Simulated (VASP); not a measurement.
Hf, 8 atoms in the cell. Symmetry: Pm-3n, No. 223, cubic system. The conventional cell has a = 5.654 Å, b = 5.654 Å, c = 5.654 Å, α = 90.00°, β = 90.00°, γ = 90.00°. Hf (site symmetry m-3) has 12 Hf at 3.16 Å within 4.2 Å. Within 3.7 Å of Hf (site symmetry -4m2) lie 14 Hf at 2.83 to 3.46 Å. 

```yaml
Program: VASP 6.6.1
Task: single point
Functional: PBE
Potentials_or_basis: VASP PAW PBE potentials, release 64 (Hf_pv)
Cutoff: 520 eV
k_mesh: 6 × 6 × 6
Occupations: fermi-dirac, width 0.1 eV
Spin: no spin polarisation
Dipole_correction: no
Further_INCAR_settings: ALGO = Normal; EDIFF = 1e-06; NBANDS = 50
```

Potentials or basis: VASP PAW PBE potentials, release 64 (Hf_pv).

Launch:

```bash
$ cat potpaw_PBE.64/Hf_pv/POTCAR > POTCAR
$ mpirun -np 1 vasp_std > vasp.out
```

Hardware: 1 thread of Intel Xeon 6455B (shared host).

**Question.** How long does it take, and how much memory?

**Answer.** Run time: 2.9 min on 1 thread of Intel Xeon 6455B, with other jobs on the host, peak memory 0.32 GiB. Counts: scf iterations 14, k points 20.
